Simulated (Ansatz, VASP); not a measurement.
# Two plane-wave programs on Ti3SnO8

```
Ti Sn O
1.0
    -3.03226    3.31968    3.32126
     3.03226   -3.31968    3.32126
     3.03226    3.31968   -3.32126
Ti Sn O
3 1 8
Direct
  0.50000 0.24818 0.74818
  0.50000 0.75182 0.25182
  0.00000 0.50000 0.50000
  0.00000 0.00000 0.00000
  0.31153 0.31153 0.00000
  0.30835 0.80835 0.50000
  0.19964 0.26318 0.46282
  0.19964 0.73682 0.93647
  0.80036 0.26318 0.06353
  0.80036 0.73682 0.53718
  0.68847 0.68847 0.00000
  0.69165 0.19165 0.50000
```

Alike in both runs: functional PBE; k mesh 6 × 6 × 6; occupations gaussian, width 0.02 eV; no spin polarisation.

Ansatz relaxed the structure, and its values are those at the end. VASP's run is a single point on that final structure, the one shown.

```csv
,VASP,Ansatz
version,VASP 6.6.1,Ansatz 0.2.0
potentials or method,"VASP PAW PBE potentials, release 64 (Ti_sv, Sn_d, O), cutoff 520 eV","scalar-relativistic, plane waves, PAW"
valence electrons in the cell,98,98
```

```csv
,VASP,Ansatz,Ansatz less VASP
gap on the k mesh at the Fermi level (eV),1.69,1.71,+0.021
least direct gap on the mesh (eV),1.69,1.71,+0.021
pressure (GPa),0.6,0.0,-0.65
rms of the force components (eV/Å),0.012,0.001,-0.0109
```
